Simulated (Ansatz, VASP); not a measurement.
## Two plane-wave programs on AgCl

```
Ag Cl
1.0
    -0.00804    2.77318    2.77318
     2.77318   -0.00804    2.77318
     2.76514    2.76514    0.00000
Ag Cl
1 1
Direct
  0.00000 0.00000 0.00000
  0.50000 0.50000 0.50000
```

Change from the starting cell: shear_xy strain -0.6%.

Alike in both runs: task single point; functional r2SCAN; k mesh 8 × 8 × 8; no spin polarisation.

|  | VASP | Ansatz |
| --- | --- | --- |
| version | VASP 6.6.1 | Ansatz 0.2.0 |
| potentials or method | VASP PAW PBE potentials, release 64 (Ag, Cl) | plane waves, PAW |
| plane-wave cutoff (eV) | 520 | 500 |
| occupations | gaussian, width 0.01 eV | fixed |
| valence electrons in the cell | 18 | 26 |

|  | VASP | Ansatz | Ansatz less VASP |
| --- | --- | --- | --- |
| gap on the k mesh at the Fermi level (eV) | 1.42 | 1.47 | +0.053 |
| pressure (GPa) | -0.1 | 0.0 | +0.08 |

VASP's potentials were made for PBE, not for r2SCAN. VASP's potentials hold 18 valence electrons a cell and Ansatz's 26, so a difference there can come from the potentials and not from the codes.
